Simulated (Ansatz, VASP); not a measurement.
One calculation of Ba, two programs

```
Ba
1.0
     4.01494    0.00000    0.00000
     0.00000    4.01494    0.00000
     0.00000    0.00000    4.01494
Ba
1
Direct
  0.00000 0.00000 0.00000
```

Change from the starting cell: volume scaled by 1.05, PAW files.

Alike in both runs: task electric field gradients; functional PBE; k mesh 13 × 13 × 13; occupations fermi-dirac, width 0.05 eV; no spin polarisation.

|  | VASP | Ansatz |
| --- | --- | --- |
| version | VASP 6.6.1 | Ansatz 0.2.0 |
| potentials or method | VASP PAW PBE potentials, release 64 (Ba_sv) | PAW with Ansatz's default frozen-core files, scalar-relativistic |
| plane-wave cutoff (eV) | 520 | 420 |
| valence electrons in the cell | 10 | 10 |

Ansatz gave:

| Quantity | Value |
| --- | --- |
| pressure (GPa) | -0.3 |

Problem. Estimate VASP's values.

Solution. Pressure (GPa): -0.2.

The functional is the same, so the differences come from potentials, cutoffs and numerics.

Neither program's run includes spin-orbit coupling.
